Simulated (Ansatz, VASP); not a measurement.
# WC: VASP beside Ansatz

File INCAR:

```
SYSTEM = WC
  PREC = Accurate
  ENCUT = 520
  EDIFF = 1E-6
  ISMEAR = 1
  SIGMA = 0.2
  LREAL = .FALSE.
  LASPH = .TRUE.
  NELM = 80
  ALGO = Normal
  ISIF = 2
  LWAVE = .FALSE.
  LCHARG = .FALSE.
  GGA = PS
  NBANDS = 16
```

KPOINTS

```
Automatic mesh
0
G
  18 18 16
  0 0 0
```

POSCAR

```
WC
1.0
    2.9005014360      0.0000000000      0.0000000000
   -1.4502507180      2.5119079273      0.0000000000
    0.0000000000      0.0000000000      2.8290000000
W C
1 1
Direct
    0.0576808060      0.0422252806     -0.1060445387
    0.6666666667      0.3333333333      0.5000000000
```

Input for Ansatz:

```yaml
crystal:
  lattice:
    - [2.900501436, 0.0, 0.0]
    - [-1.450250718, 2.5119079273, 0.0]
    - [0.0, 0.0, 2.829]
  atoms:
    - { symbol: W, position: [0.057680806, 0.0422252806, -0.1060445387] }
    - { symbol: C, position: [0.6666666667, 0.3333333333, 0.5] }
basis:
  ecutwfc: 420
kpoints:
  mp_grid: { grid: [18, 18, 16] }
hamiltonian:
  xc: pbesol
scf:
  occupations: { method: methfessel_paxton, width: 0.2 }
output:
  forces: true
  stress: true
  eigenvalues: true
```

Alike in both runs: task single point; functional PBEsol; k mesh 18 × 18 × 16; occupations methfessel-paxton of order 1, width 0.2 eV; no spin polarisation.

|  | VASP | Ansatz |
| --- | --- | --- |
| version | VASP 6.6.1 | Ansatz 0.2.0 |
| potentials or method | VASP PAW PBE potentials, release 64 (W_sv, C), cutoff 520 eV | scalar-relativistic, plane waves, PAW |
| valence electrons in the cell | 18 | 18 |

Ansatz gave:

- gap on the k mesh at the Fermi level (eV): none
- pressure (GPa): 23.8
- traceless stress, the component that is largest in VASP (GPa): -15.67
- rms of the force components (eV/Å): 3.573

Estimate VASP's values.

gap on the k mesh at the Fermi level (eV): none; pressure (GPa): 25.3; traceless stress, the component that is largest in VASP (GPa): -15.84; rms of the force components (eV/Å): 3.612.

VASP's potentials were made for PBE, not for PBEsol. Atom by atom the forces differ by 0.039 eV/Å (rms over components). A gap of «none» marks a metal or a gap that the smearing closes. With one functional, cell and mesh, what is left measures potentials, basis and numerics.

Neither program's run includes spin-orbit coupling.
